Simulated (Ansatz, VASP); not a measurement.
**Two plane-wave programs on LiB2C2**

```
Li B C
1.0
     2.78278    0.00000    0.00000
    -1.39139    2.40996    0.00000
     0.00000    0.00000    7.29672
Li B C
1 2 2
Cartesian
  0.0000 0.0000 3.6484
  0.0000 1.6066 5.4712
  1.3914 0.8033 1.8255
  0.0000 1.6066 1.8842
  1.3914 0.8033 5.4126
```

Alike in both runs: task single point; functional PBEsol; k mesh 15 × 15 × 6; occupations gaussian, width 0.1 eV; no spin polarisation.

```csv
,VASP,Ansatz
version,VASP 6.6.1,Ansatz 0.2.0
potentials or method,"VASP PAW PBE potentials, release 64 (Li_sv, B, C), cutoff 520 eV","scalar-relativistic, plane waves, PAW"
valence electrons in the cell,17,17
```

VASP gave:

* gap on the k mesh at the Fermi level (eV): none
* rms of the force components (eV/Å): 0.066

Problem. What did Ansatz give for the same quantities?

Solution. gap on the k mesh at the Fermi level (eV): none; rms of the force components (eV/Å): 0.069.

VASP's potentials were made for PBE, not for PBEsol. Atom by atom the forces differ by 0.003 eV/Å (rms over components). A gap of «none» marks a metal or a gap that the smearing closes.

Noted on VASP's run: the cutoff is short for stress, so the pressure is rough.
